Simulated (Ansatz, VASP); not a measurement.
**One calculation of TiAl3Ni2, two programs**

```
Ti Al Ni
1.0
     2.88074    0.00000    0.00000
     0.00000    2.88074    0.00000
     0.00000    0.00000    9.73587
Ti Al Ni
1 3 2
Direct
  0.00000 0.00000 0.50000
  0.50000 0.50000 0.00000
  0.50000 0.50000 0.29811
  0.50000 0.50000 0.70189
  0.00000 0.00000 0.85143
  0.00000 0.00000 0.14857
```

Alike in both runs: functional PBE; k mesh 14 × 14 × 4; occupations gaussian, width 0.1 eV; no spin polarisation.

Ansatz relaxed the structure, and its values are those at the end. VASP's run is a single point on that final structure, the one shown.

|  | VASP | Ansatz |
| --- | --- | --- |
| version | VASP 6.6.1 | Ansatz 0.2.0 |
| potentials or method | VASP PAW PBE potentials, release 64 (Ti_sv, Al, Ni), cutoff 520 eV | scalar-relativistic, plane waves, PAW |
| valence electrons in the cell | 41 | 57 |

|  | VASP | Ansatz | Ansatz less VASP |
| --- | --- | --- | --- |
| gap on the k mesh at the Fermi level (eV) | none | none | - |
| pressure (GPa) | 0.0 | 0.0 | 0.00 |

A gap of «none» marks a metal or a gap that the smearing closes. VASP's potentials hold 41 valence electrons a cell and Ansatz's 57, so a difference there can come from the potentials and not from the codes.
